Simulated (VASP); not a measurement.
Wanted: the native input for a VASP 6.6.1 run.

| Quantity | Value |
| --- | --- |
| Task | single point |
| Functional | LDA |
| Potentials or basis | VASP PAW LDA potentials, release 64 (Co) |
| Cutoff | 520 eV |
| k mesh | 15 × 15 × 8 |
| Occupations | methfessel-paxton, width 0.1 eV |
| Spin | collinear spin, ferromagnetic start |
| Starting moments | [1.558, 1.558] μB |
| Dipole correction | no |
| Further INCAR settings | ALGO = Normal; EDIFF = 1e-06; NBANDS = 20 |

The structure of Co lies in POSCAR:

```
Co
1.0
    2.4273810165      0.0000000000      0.0000000000
   -1.2136905082      2.1021736250      0.0000000000
    0.0000000000      0.0000000000      3.9230481332
Co
2
Direct
    0.3333333333      0.6666666667      0.2500000000
    0.6666666667      0.3333333333      0.7500000000
```

One way to write it, as run:

INCAR

```
PREC     = Accurate       # precision mode
ENCUT    = 520            # plane-wave cutoff, eV
EDIFF    = 1E-6           # SCF threshold, eV
ISMEAR   = 1              # smearing method
SIGMA    = 0.1            # smearing width, eV
LREAL    = F              # projectors in reciprocal space
LASPH    = T              # aspherical terms in the spheres
NELM     = 150            # most SCF steps
ALGO     = Normal         # electronic algorithm
ISIF     = 2              # what is computed and relaxed
LWAVE    = F              # write WAVECAR
LCHARG   = F              # write CHGCAR
ISPIN    = 2              # spin polarisation
MAGMOM   = 1.558 1.558    # initial moments
LORBIT   = 11             # projections on sites
LMAXMIX  = 4              # l up to which the mixer works
GGA      = CA             # functional
NBANDS   = 20             # bands
```

KPOINTS

```
regular mesh
0
Gamma
  15 15 8
```

Potentials or basis: VASP PAW LDA potentials, release 64 (Co).

The run is started by

```console
$ cat potpaw_LDA.64/Co/POTCAR > POTCAR
$ mpirun -np 1 vasp_std > vasp.out
```

Results of the run:

* Pressure: -1.0 GPa
* Net moment: 3.00 μB per cell
* Site moments: Co +1.49 μB
* Valence electrons inside the program's atomic spheres: Co 8.45

Run time: 58 s on 1 thread of Intel(R) Xeon(R) Platinum 8488C (Sapphire Rapids) (shared host), peak memory 0.18 GiB.
